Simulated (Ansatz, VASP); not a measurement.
Two plane-wave programs on BAs

File INCAR:

```
PREC     = Accurate       # precision mode
ENCUT    = 500            # plane-wave cutoff, eV
EDIFF    = 1E-6           # SCF threshold, eV
ISMEAR   = 0              # smearing method
SIGMA    = 0.01           # smearing width, eV
LREAL    = False          # projectors in reciprocal space
LASPH    = True           # aspherical terms in the spheres
NELM     = 120            # most SCF steps
ALGO     = Normal         # electronic algorithm
ISIF     = 2              # what is computed and relaxed
LWAVE    = False          # write WAVECAR
LCHARG   = False          # write CHGCAR
GGA      = PE             # functional
NBANDS   = 11             # bands
GGA_COMPAT= False
```

KPOINTS

```
Automatic mesh
0
Gamma
  4 4 4
```

POSCAR

```
BAs
1.0
    0.0000000000      2.3216190800      2.3216190800
    2.3216190800      0.0000000000      2.3216190800
    2.3216190800      2.3216190800      0.0000000000
B As
1 1
Direct
    0.0000000000      0.0000000000      0.0000000000
    0.2500000000      0.2500000000      0.2500000000
```

Input for Ansatz:

```yaml
crystal:
  lattice:
    - [0.0, 2.32161908, 2.32161908]
    - [2.32161908, 0.0, 2.32161908]
    - [2.32161908, 2.32161908, 0.0]
  atoms:
    - { symbol: B, position: [0.0, 0.0, 0.0] }
    - { symbol: As, position: [0.25, 0.25, 0.25] }
basis:
  precision: f64
  xc_grid: 2
  ecutwfc: 700
  ecutrho_ratio: 4
kpoints:
  mp_grid: { grid: [4, 4, 4], shift: [0, 0, 0] }
hamiltonian:
  xc: pbe
  dispersion: none
  pseudopotentials:
    kind: paw
    azcp:
      As: "pseudopotentials/As.paw.azcp"
      B: "pseudopotentials/B.paw.azcp"
magnetization:
  spin_polarized: false
scf:
  lower_state_search: "off"
  max_iter: 200
  occupations: { method: fixed }
  convergence: { dr2_threshold: "1e-10 eV" }
output:
  forces: true
  stress: true
  eigenvalues: true
```

Alike in both runs: task single point; functional PBE; k mesh 4 × 4 × 4; no spin polarisation.

|  | VASP | Ansatz |
| --- | --- | --- |
| version | VASP 6.6.1 | Ansatz 0.2.0-dev |
| potentials or method | VASP PAW PBE potentials, release 64 (B, As), cutoff 500 eV | hard PAW set made for 700 eV |
| occupations | gaussian, width 0.01 eV | fixed |

|  | VASP | Ansatz | Ansatz less VASP |
| --- | --- | --- | --- |
| gap on the k mesh at the Fermi level (eV) | 1.29 | 1.31 | +0.018 |

The k mesh is coarse, so the values compare programs but aren't converged.
